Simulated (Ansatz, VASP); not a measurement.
**TePb: VASP beside Ansatz**

POSCAR

```
TePb
1.0
    4.4559662328      0.0000000000      0.0000000000
   -2.2279831164      3.8589799560      0.0000000000
    0.0000000000      0.0000000000      4.1892026525
Pb Te
1 1
Direct
    0.0000000000      0.0000000000      0.0000000000
    0.6666666667      0.3333333333      0.5000000000
```

INCAR.step1

```
ALGO = Normal ; EDIFF = 1E-4
ENCUT = 520 ; GGA = PE
ISMEAR = 0 ; LASPH = T
LCHARG = F ; LREAL = F
LWAVE = T ; NBANDS = 17
NELM = 100 ; PREC = Accurate
SIGMA = 0.05
```

File INCAR.step2:

```
ALGO = Normal ; EDIFF = 1E-6
ENCUT = 520 ; ISIF = 2
ISMEAR = 0 ; ISTART = 1
LASPH = T ; LCHARG = T
LELF = T ; LMIXTAU = T
LREAL = F ; LVHAR = T
LWAVE = F ; METAGGA = R2SCAN
NBANDS = 17 ; NELM = 100
PREC = Accurate ; SIGMA = 0.05
```

File KPOINTS:

```
k-points
0
Gamma
  10 10 8
```

Input for Ansatz:

```yaml
crystal:
  lattice:
    - [4.4559662328, 0.0, 0.0]
    - [-2.2279831164, 3.858979956, 0.0]
    - [0.0, 0.0, 4.1892026525]
  atoms:
    - { symbol: Pb, position: [0.0, 0.0, 0.0] }
    - { symbol: Te, position: [0.6666666667, 0.3333333333, 0.5] }
basis:
  ecutwfc: 500
  ecutrho_ratio: 4
kpoints:
  mp_grid: { grid: [10, 10, 8] }
hamiltonian:
  xc: r2scan
scf:
  occupations: { method: gaussian, width: 0.05 }
output:
  forces: true
  stress: true
  eigenvalues: true
  populations: true
  write_density: true
  write_potential: true
  elf: true
  volumetric_format: npy
```

Alike in both runs: task single point; functional r2SCAN; k mesh 10 × 10 × 8; occupations gaussian, width 0.05 eV; no spin polarisation.

```csv
,VASP,Ansatz
version,VASP 6.6.1,Ansatz 0.2.0
potentials or method,"VASP PAW PBE potentials, release 64 (Pb_d, Te), cutoff 520 eV","scalar-relativistic, plane waves, PAW"
valence electrons in the cell,20,30
```

```tsv
	VASP	Ansatz	Ansatz less VASP
gap on the k mesh at the Fermi level (eV)	none	none	-
pressure (GPa)	-0.6	-0.5	+0.01
```

VASP's potentials were made for PBE, not for r2SCAN. A gap of «none» marks a metal or a gap that the smearing closes. VASP's potentials hold 20 valence electrons a cell and Ansatz's 30, so a difference there can come from the potentials and not from the codes.

Neither program's run includes spin-orbit coupling.
